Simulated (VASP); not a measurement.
# Mg5Te2 (P4/mmm) in VASP: a series of runs

Mg5Te2 is run at these levels: PBE; tasks: relaxation of cell and atoms, single point.

Everything below comes from runs of VASP 6.6.1. Logs are shortened: lines on timing, memory, paths and dates and some standing lists are left out, and cuts for length are marked.

## 1. The cell of the first run

The structure is tetragonal, space group P4/mmm (No. 123). Conventional cell: a = 5.199 Å, b = 5.199 Å, c = 6.239 Å, α = 90.00°, β = 90.00°, γ = 90.00°. Within 3.4 Å of Mg (site symmetry 2mm) lie 3 Mg at 2.57 to 3.18 Å and 4 Te at 2.90 to 3.18 Å. Within 4.2 Å of Mg (site symmetry 4/mmm) lie 8 Mg at 3.18 Å and 4 Te at 3.68 Å. Within 4.1 Å of Te (site symmetry 4/mmm) lie 2 Te at 3.12 Å and 12 Mg at 3.18 to 3.68 Å. Te (site symmetry 4/mmm) has 8 Mg at 2.90 Å and 2 Te at 3.12 Å within 3.8 Å.

## 2. Relaxation of cell and atoms, PBE

File INCAR:

```
SYSTEM = Mg5Te2
PREC     = Accurate       ! precision mode
ENCUT    = 600            ! plane-wave cutoff, eV
EDIFF    = 1E-7           ! SCF threshold, eV
ISMEAR   = 0              ! smearing method
SIGMA    = 0.2            ! smearing width, eV
LREAL    = .False.        ! projectors in reciprocal space
LASPH    = .True.         ! aspherical terms in the spheres
NELM     = 60             ! most SCF steps
ALGO     = Normal         ! electronic algorithm
ISIF     = 3              ! what is computed and relaxed
LWAVE    = .False.        ! write WAVECAR
LCHARG   = .False.        ! write CHGCAR
GGA      = PE             ! functional
IBRION   = 2              ! ionic algorithm
NSW      = 36             ! ionic steps
EDIFFG   = -0.08          ! ionic threshold
```

File KPOINTS:

```
regular mesh
0
Gamma
  3 3 3
  0 0 0
```

File POSCAR:

```
Mg5Te2
1.0
    5.1993027400      0.0000000000      0.0000000000
    0.0000000000      5.1993027400      0.0000000000
    0.0000000000      0.0000000000      6.2385056100
Mg Te
5 2
Direct
    0.0000000000      0.5000000000      0.7063162300
    0.5000000000      0.0000000000      0.7063162300
    0.0000000000      0.5000000000      0.2936837700
    0.5000000000      0.0000000000      0.2936837700
    0.0000000000      0.0000000000      0.0000000000
    0.5000000000      0.5000000000      0.0000000000
    0.5000000000      0.5000000000      0.5000000000
```

Potentials or basis: VASP PAW PBE potentials, release 64 (Mg, Te).

Run with:

```sh
$ cat potpaw_PBE.64/Mg/POTCAR potpaw_PBE.64/Te/POTCAR > POTCAR
$ mpirun -np 1 vasp_std > vasp.out
```

OUTCAR:

```text
SYSTEM = Mg5Te2
   PREC = Accurate
   ENCUT = 600
   EDIFF = 1E-7
   ISMEAR = 0
   LREAL = .False.
   LASPH = .True.
   NELM = 60
   ISIF = 3
   GGA = PE
   IBRION = 2
   NSW = 36
   EDIFFG = -0.08

 ion  position               nearest neighbor table
   1  0.000  0.500  0.706-   3 2.57   7 2.90   7 2.90   5 3.18   5 3.18   6 3.18   6 3.18
   2  0.500  0.000  0.706-   4 2.57   7 2.90   7 2.90   5 3.18   6 3.18   6 3.18   5 3.18
   3  0.000  0.500  0.294-   1 2.57   7 2.90   7 2.90   5 3.18   5 3.18   6 3.18   6 3.18
   4  0.500  0.000  0.294-   2 2.57   7 2.90   7 2.90   5 3.18   6 3.18   6 3.18   5 3.18
   5  0.000  0.000  0.000-   1 3.18   2 3.18   3 3.18   4 3.18   1 3.18   3 3.18   2 3.18   4 3.18

   6  0.500  0.500  0.000-   7 3.12   7 3.12   3 3.18   4 3.18   1 3.18   2 3.18   2 3.18   4 3.18
                             1 3.18   3 3.18
   7  0.500  0.500  0.500-   1 2.90   2 2.90   3 2.90   4 2.90   2 2.90   4 2.90   1 2.90   3 2.90
                             6 3.12   6 3.12

  LATTYP: Found a simple tetragonal cell.
 ALAT       =     5.1993027400
 C/A-ratio  =     1.1998735065

  Lattice vectors:

 A1 = (   5.1993027400,   0.0000000000,   0.0000000000)
 A2 = (   0.0000000000,   5.1993027400,   0.0000000000)
 A3 = (   0.0000000000,   0.0000000000,   6.2385056100)

Analysis of symmetry for initial positions (statically):
=====================================================================
 Subroutine PRICEL returns:
 Original cell was already a primitive cell.

 Routine SETGRP: Setting up the symmetry group for a
 simple tetragonal supercell.

 Subroutine GETGRP returns: Found 16 space group operations
 (whereof 16 operations were pure point group operations)
 out of a pool of 16 trial point group operations.

The static configuration has the point symmetry D_4h.

Analysis of symmetry for dynamics (positions and initial velocities):
=====================================================================
 Subroutine PRICEL returns:
 Original cell was already a primitive cell.

 Routine SETGRP: Setting up the symmetry group for a
 simple tetragonal supercell.

 Subroutine GETGRP returns: Found 16 space group operations
 (whereof 16 operations were pure point group operations)
 out of a pool of 16 trial point group operations.

The dynamic configuration has the point symmetry D_4h.

 Subroutine INISYM returns: Found 16 space group operations
 (whereof 16 operations are pure point group operations),
 and found     1 'primitive' translations

----------------------------------------------------------------------------------------

                                     Primitive cell

  volume of cell :     168.6440

  direct lattice vectors                    reciprocal lattice vectors
     5.199302740  0.000000000  0.000000000     0.192333482  0.000000000  0.000000000
     0.000000000  5.199302740  0.000000000     0.000000000  0.192333482  0.000000000
     0.000000000  0.000000000  6.238505610     0.000000000  0.000000000  0.160294799

  length of vectors
     5.199302740  5.199302740  6.238505610     0.192333482  0.192333482  0.160294799

  position of ions in fractional coordinates (direct lattice)
     0.000000000  0.500000000  0.706316230
     0.500000000  0.000000000  0.706316230
     0.000000000  0.500000000  0.293683770
     0.500000000  0.000000000  0.293683770
     0.000000000  0.000000000  0.000000000
     0.500000000  0.500000000  0.000000000
     0.500000000  0.500000000  0.500000000

  ion indices of the primitive-cell ions
   primitive index   ion index
                 1           1
                 2           2
                 3           3
                 4           4
                 5           5
                 6           6
                 7           7

----------------------------------------------------------------------------------------

 KPOINTS: regular mesh

Automatic generation of k-mesh.
 Grid dimensions read from file:
 generate k-points for:    3    3    3

 Generating k-lattice:

[... 45 lines left out ...]
  energy-cutoff  :      600.00
  volume of cell :      168.64
 maximum number of plane-waves:      5641
 NGX is ok and might be reduce to    42
   NGX = 21   NGY = 21   NGZ = 25

--------------------------------------- Ionic step        1  -------------------------------------------

 number of electron      21.9999998 magnetization

 Free energy of the ion-electron system (eV)
  ---------------------------------------------------
  ext. energy  EPLUGINS =         0.00000000
  ---------------------------------------------------
  free energy    TOTEN  =       -12.32167309 eV

  energy without entropy =      -12.24228958  energy(sigma->0) =      -12.28198133

------------------------ aborting loop because EDIFF is reached ----------------------------------------

  FORCE on cell =-STRESS in cart. coord.  units (eV):
  Direction    XX          YY          ZZ          XY          YZ          ZX
  --------------------------------------------------------------------------------------
  -------------------------------------------------------------------------------------
  Total        1.8348103      1.8348103     19.8810907      0.0000000      0.0000000      0.0000000
  in kB       17.4313483     17.4313483    188.8774052      0.0000000      0.0000000      0.0000000
  external PRESSURE =      74.5800339 kB  Pullay stress =       0.0000000 kB
[... 104 lines left out ...]
  FREE ENERGIE OF THE ION-ELECTRON SYSTEM (eV)
  ---------------------------------------------------
  free  energy   TOTEN  =       -14.3372920830 eV

  energy  without entropy=      -14.2737221068  energy(sigma->0) =      -14.30550709

 E-fermi :   5.8225     XC(G=0):  -9.2910

 val. band max:        5.8024393071   @ k =   0.0000   0.0000   0.0000
 cond. band min:       6.2497790516   @ k =   0.0000   0.0000   0.0000
 fundamental gap:      0.4473397445
 Fermi energy:         5.8224862436

 k-point     1 :       0.0000    0.0000    0.0000
  band No.  band energies     occupation
      1      -7.5327      2.00000
      2      -6.5047      2.00000
      3      -1.7201      2.00000
      4       1.6009      2.00000
      5       2.0513      2.00000
      6       2.1694      2.00000
      7       2.1694      2.00000
      8       3.5218      2.00000
      9       3.5218      2.00000
     10       5.2367      1.99997
     11       5.8024      1.11273
     12       6.2498      0.00252
     13       7.0572      0.00000
     14       7.0572      0.00000
[... 77 lines left out ...]
      2      -5.9324      2.00000
      3      -0.3968      2.00000
      4       0.0401      2.00000
      5       0.1421      2.00000
      6       1.1618      2.00000
      7       1.4572      2.00000
      8       1.5830      2.00000
      9       3.6024      2.00000
     10       3.8963      2.00000
     11       5.1080      2.00000
     12       5.7744      1.26612
     13       6.5740      0.00000
     14       6.7076      0.00000
     15       7.1520      0.00000

[... ionic steps 4 to 11 ...]

--------------------------------------- Ionic step       12  -------------------------------------------

 number of electron      21.9999999 magnetization

------------------------ aborting loop because EDIFF is reached ----------------------------------------
[... 77 lines left out ...]
--------------------------------------- Ionic step       14  -------------------------------------------

 number of electron      21.9999995 magnetization

 Free energy of the ion-electron system (eV)
  ---------------------------------------------------
  ext. energy  EPLUGINS =         0.00000000
  ---------------------------------------------------
  free energy    TOTEN  =       -15.64579616 eV

  energy without entropy =      -15.58435930  energy(sigma->0) =      -15.61507773

 E-fermi :   4.3384     XC(G=0):  -8.6370

 val. band max:        4.2379218197   @ k =   0.0000   0.0000   0.0000
 cond. band min:       4.3506807956   @ k =   0.3333   0.3333   0.3333
 fundamental gap:      0.1127589759
 Fermi energy:         4.3384066918

 k-point     1 :       0.0000    0.0000    0.0000
  band No.  band energies     occupation
      1      -8.0010      2.00000
      2      -7.4921      2.00000
      3      -2.1601      2.00000
      4       0.6918      2.00000
      5       1.0001      2.00000
      6       1.0422      2.00000
      7       1.0422      2.00000
      8       1.8646      2.00000
      9       1.8646      2.00000
     10       3.6947      1.99999
     11       4.2379      1.52263
     12       4.7577      0.00303
     13       5.4299      0.00000
     14       5.4299      0.00000
[... 123 lines left out ...]
  FREE ENERGIE OF THE ION-ELECTRON SYSTEM (eV)
  ---------------------------------------------------
  free  energy   TOTEN  =       -15.6457961630 eV

  energy  without entropy=      -15.5843592983  energy(sigma->0) =      -15.61507773

 reached required accuracy - stopping structural energy minimisation
```

Run time: 2.8 min. Hardware: 1 thread of Intel Xeon 6975P-C (Granite Rapids), shared host; peak memory 0.29 GiB.

What came out:

```yaml
Free_energy: -15.6458 eV
Relaxed_volume: 26.22 Å³/atom
Relaxed_cell: a = 4.512 Å, b = 4.512 Å, c = 9.013 Å, α = 90.00°, β = 90.00°, γ = 90.00°
Space_group_after_relaxing_to_0.05_Å: P4/mmm (No. 123)
Energy_gained_by_relaxing: 474.9 meV/atom
Ionic_steps: 14
Pressure_after_relaxing: -0.2 GPa
Largest_force_after_relaxing: 0.076 eV/Å
Band_gap_on_the_k_mesh: zero (band 11 reaches 4.93 eV, above the bottom of band 12 at 4.11 eV)
```

Forces in eV/Å, atoms in the order of the input:
```
Mg   0.000  0.000 -0.076
Mg   0.000  0.000 -0.076
Mg   0.000  0.000  0.076
Mg   0.000  0.000  0.076
Mg   0.000  0.000  0.000
Te   0.000  0.000  0.000
Te   0.000  0.000  0.000
```

The path:
```
step  energy change (eV)  largest force (eV/Å)  pressure (GPa)  volume (Å³)
   1              0.0000                1.9108            7.46       168.64
   2             -1.7655                0.4452           -0.80       196.63
   3             -2.0156                0.1796           -2.76       208.72
   4             -2.0382                0.1086           -3.43       214.33
   5             -2.7881                0.0266           -2.51       199.80
   6             -3.2029                0.0924           -0.79       184.62
   7             -2.4548                0.4224            9.28       153.17
   8             -3.2635                0.0531            0.35       178.74
   9             -3.2672                0.0161            1.05       175.95
  10             -3.3048                0.0274            0.32       180.18
  11             -3.3039                0.0938           -1.04       187.88
  12             -3.3182                0.0579           -0.28       183.61
  13             -3.3185                0.0622           -0.39       184.17
  14             -3.3241                0.0759           -0.24       183.51
```

Final structure:
```
Mg Te
1.0
     4.51221    0.00000    0.00000
     0.00000    4.51221    0.00000
     0.00000    0.00000    9.01347
Mg Te
5 2
Cartesian
  0.0000 2.2561 6.6685
  2.2561 0.0000 6.6685
  0.0000 2.2561 2.3450
  2.2561 0.0000 2.3450
  0.0000 0.0000 0.0000
  2.2561 2.2561 0.0000
  2.2561 2.2561 4.5067
```

Levels at points of the mesh, in eV from the Fermi level:
```
           k point  band 8  band 9  band 10  band 11  band 12  band 13  band 14  band 15
(0.00, 0.00, 0.00)   -2.47   -2.47    -0.64    -0.10     0.42     1.09     1.09     1.38
```

Caveat: the k points lie up to 0.46 Å⁻¹ apart in the final cell; spin-orbit coupling is left out, which moves the levels of the heavy elements; the relaxation stopped at a loose force limit of 0.08 eV/Å, so its end isn't a converged minimum.

## 3. Single point, PBE

This run uses another cell than the first one, of 26.00 Å³/atom, 1.079 times its volume.

File INCAR:

```
SYSTEM = Mg5Te2
ALGO = Fast
EDIFF = 1E-6
ENCUT = 520
GGA = PE
ISIF = 2
ISMEAR = 0
LASPH = .TRUE.
LCHARG = .FALSE.
LREAL = .FALSE.
LWAVE = .FALSE.
NBANDS = 20
NELM = 100
PREC = Accurate
SIGMA = 0.1
```

File KPOINTS:

```
k-points
0
G
  8 8 4
  0 0 0
```

File POSCAR:

```
Mg5Te2
1.0
    4.4312351674      0.0000000000      0.0000000000
    0.0000000000      4.4312351674      0.0000000000
    0.0000000000      0.0000000000      9.2700995575
Mg Te
5 2
Direct
    0.0000000000      0.5000000000      0.7335992046
    0.5000000000      0.0000000000      0.7335992046
    0.0000000000      0.5000000000      0.2664007954
    0.5000000000      0.0000000000      0.2664007954
    0.0000000000      0.0000000000      0.0000000000
    0.5000000000      0.5000000000      0.0000000000
    0.5000000000      0.5000000000      0.5000000000
```

Potentials or basis: VASP PAW PBE potentials, release 64 (Mg, Te).

Run with:

```sh
$ cat potpaw_PBE.64/Mg/POTCAR potpaw_PBE.64/Te/POTCAR > POTCAR
$ mpirun -np 1 vasp_std > vasp.out
```

It took 67 s on 1 thread of Intel Xeon 6975P-C (Granite Rapids), shared host; peak memory 0.38 GiB.

The run converged. Its results:

```yaml
Free_energy: -15.4059 eV
Pressure: -0.1 GPa
Largest_force: 0.006 eV/Å
Band_gap_on_the_k_mesh: zero (band 11 reaches 5.28 eV, above the bottom of band 12 at 3.00 eV)
```

Forces in eV/Å, atoms in the order of the input:
```
Mg   0.000  0.000  0.006
Mg   0.000  0.000  0.006
Mg   0.000  0.000 -0.006
Mg   0.000  0.000 -0.006
Mg   0.000  0.000  0.000
Te   0.000  0.000  0.000
Te   0.000  0.000  0.000
```

Levels at points of the mesh, in eV from the Fermi level:
| k point | band 7 | band 8 | band 9 | band 10 | band 11 | band 12 | band 13 | band 14 | band 15 | band 16 |
| --- | --- | --- | --- | --- | --- | --- | --- | --- | --- | --- |
| (0.00, 0.00, 0.00) | -3.24 | -2.54 | -2.54 | -0.75 | -0.09 | 0.60 | 1.15 | 1.15 | 1.19 | 1.95 |
| (0.50, 0.00, 0.00) | -3.15 | -2.74 | -2.23 | -1.54 | -0.28 | 1.12 | 1.33 | 1.57 | 2.22 | 2.39 |
| (0.50, 0.50, 0.00) | -4.37 | -3.04 | -2.72 | -1.68 | -1.68 | -1.48 | -0.05 | 0.38 | 1.96 | 1.96 |
| (0.00, 0.00, 0.50) | -2.67 | -2.67 | -2.44 | -1.24 | 0.76 | 1.09 | 1.44 | 1.99 | 2.09 | 2.09 |
| (0.50, 0.00, 0.50) | -2.67 | -2.33 | -2.19 | -1.87 | -0.07 | 0.61 | 1.65 | 1.74 | 2.43 | 2.72 |
| (0.50, 0.50, 0.50) | -4.19 | -3.88 | -2.97 | -1.82 | -0.51 | -0.51 | -0.34 | -0.34 | 1.10 | 1.72 |

Caveat: spin-orbit coupling is left out, which moves the levels of the heavy elements.

## 4. Single point, PBE

This run uses another cell than the first one, of 29.32 Å³/atom, 1.217 times its volume.

File INCAR:

```
SYSTEM = Mg5Te2
PREC = Accurate ; ENCUT = 600
EDIFF = 1E-6 ; ISMEAR = 0
SIGMA = 0.2 ; LREAL = .FALSE.
LASPH = .TRUE. ; NELM = 120
ALGO = Normal ; ISIF = 2
LWAVE = .FALSE. ; LCHARG = .FALSE.
GGA = PE ; NBANDS = 20
GGA_COMPAT = .FALSE.
```

File KPOINTS:

```
Automatic mesh
0
G
  3 3 3
  0 0 0
```

File POSCAR:

```
Mg5Te2
1.0
    4.5816298510      0.0000000000      0.0000000000
    0.0000000000      4.5816298510      0.0000000000
    0.0000000000      0.0000000000      9.7781303878
Mg Te
5 2
Direct
    0.0000000000      0.5000000000      0.2065895014
    0.5000000000      0.0000000000      0.2065895014
    0.0000000000      0.5000000000      0.7934104986
    0.5000000000      0.0000000000      0.7934104986
    0.5000000000      0.5000000000      0.0000000000
    0.0000000000      0.5000000000      0.5000000000
    0.5000000000      0.0000000000      0.5000000000
```

Run with:

```sh
$ cat potpaw_PBE.64/Mg/POTCAR potpaw_PBE.64/Te/POTCAR > POTCAR
$ mpirun -np 1 vasp_std > vasp.out
```

It took 99 s on 1 thread of Intel Xeon 8259CL, shared host; peak memory 0.35 GiB.

The run converged. Its results:

```
Free energy            : -13.2331 eV
Pressure               : -0.1 GPa
Largest force          : 0.005 eV/Å
Band gap on the k mesh : zero (band 11 reaches 4.16 eV, above the bottom of band 12 at 2.77 eV)
```

Forces in eV/Å, atoms in the order of the input:
```
Mg   0.000  0.000  0.005
Mg   0.000  0.000  0.005
Mg   0.000  0.000 -0.005
Mg   0.000  0.000 -0.005
Mg   0.000  0.000  0.000
Te   0.000  0.000  0.000
Te   0.000  0.000  0.000
```

Levels at points of the mesh, in eV from the Fermi level:
| k point | band 8 | band 9 | band 10 | band 11 | band 12 | band 13 | band 14 | band 15 |
| --- | --- | --- | --- | --- | --- | --- | --- | --- |
| (0.00, 0.00, 0.00) | -1.76 | -0.64 | 1.04 | 1.04 | 1.68 | 1.73 | 1.73 | 1.77 |

Caveat: the k points lie up to 0.46 Å⁻¹ apart; spin-orbit coupling is left out, which moves the levels of the heavy elements.

## 5. Single point, PBE

This run uses another cell than the first one, of 30.41 Å³/atom, 1.262 times its volume.

File INCAR:

```
ALGO = Normal ; EDIFF = 1E-6
ENCUT = 600 ; GGA = PE
GGA_COMPAT = False ; ISIF = 2
ISMEAR = 0 ; LASPH = True
LCHARG = False ; LREAL = False
LWAVE = False ; NBANDS = 20
NELM = 120 ; PREC = Accurate
SIGMA = 0.2
```

File KPOINTS:

```
k-points
0
Gamma
  3 3 3
```

File POSCAR:

```
Mg5Te2
1.0
    5.2136792671      0.0000000000      0.0000000000
    0.0000000000      5.2136792671      0.0000000000
    0.0000000000      0.0000000000      7.8324049517
Mg Te
5 2
Direct
    0.0000000000      0.5000000000      0.0000000000
    0.5000000000      0.0000000000      0.0000000000
    0.0000000000      0.5000000000      0.5000000000
    0.5000000000      0.0000000000      0.5000000000
    0.0000000000      0.0000000000      0.0000000000
    0.5000000000      0.5000000000      0.2662665243
    0.5000000000      0.5000000000      0.7337334757
```

Run with:

```sh
$ cat potpaw_PBE.64/Mg/POTCAR potpaw_PBE.64/Te/POTCAR > POTCAR
$ mpirun -np 1 vasp_std > vasp.out
```

It took 74 s on 1 thread of Intel Xeon 8259CL, shared host; peak memory 0.32 GiB.

It converged, with:

* Free energy: -12.9843 eV
* Pressure: 0.0 GPa
* Largest force: 0.028 eV/Å
* Band gap on the k mesh: zero (band 11 reaches 3.32 eV, above the bottom of band 12 at 3.03 eV)

Forces in eV/Å, atoms in the order of the input:
```
Mg   0.000  0.000  0.000
Mg   0.000  0.000  0.000
Mg   0.000  0.000  0.000
Mg   0.000  0.000  0.000
Mg   0.000  0.000  0.000
Te   0.000  0.000  0.028
Te   0.000  0.000 -0.028
```

Levels at points of the mesh, in eV from the Fermi level:
| k point | band 7 | band 8 | band 9 | band 10 | band 11 | band 12 | band 13 | band 14 | band 15 | band 16 |
| --- | --- | --- | --- | --- | --- | --- | --- | --- | --- | --- |
| (0.00, 0.00, 0.00) | -2.09 | -2.09 | -0.94 | -0.67 | -0.29 | -0.03 | 0.29 | 0.29 | 1.67 | 1.76 |

Caveat: the k points lie up to 0.40 Å⁻¹ apart; spin-orbit coupling is left out, which moves the levels of the heavy elements.

## 6. Summary

```csv
task,cell,k mesh,cutoff (eV),smearing,gap on the mesh (eV),pressure (GPa),largest force (eV/Å)
relaxation of cell and atoms,"relaxed from a = 5.199, b = 5.199, c = 6.239 Å, 7 atoms",3 × 3 × 3,600,gaussian 0.2 eV,none,-0.2,0.08
single point,"a = 4.431, b = 4.431, c = 9.270 Å, 7 atoms",8 × 8 × 4,520,gaussian 0.1 eV,none,-0.1,0.01
single point,"a = 4.582, b = 4.582, c = 9.778 Å, 7 atoms",3 × 3 × 3,600,gaussian 0.2 eV,none,-0.1,0.01
single point,"a = 5.214, b = 5.214, c = 7.832 Å, 7 atoms",3 × 3 × 3,600,gaussian 0.2 eV,none,0.0,0.03
```

Alike in all rows: level PBE; potentials or basis VASP PAW PBE potentials, release 64 (Mg, Te); no spin polarisation.

Caveats: some runs use coarse meshes; spin-orbit coupling is left out, which moves the levels of the heavy elements; the relaxation stopped at a loose force limit of 0.08 eV/Å, so its end isn't a converged minimum (some runs).

Absolute energies hang on the potentials; compare differences alone.
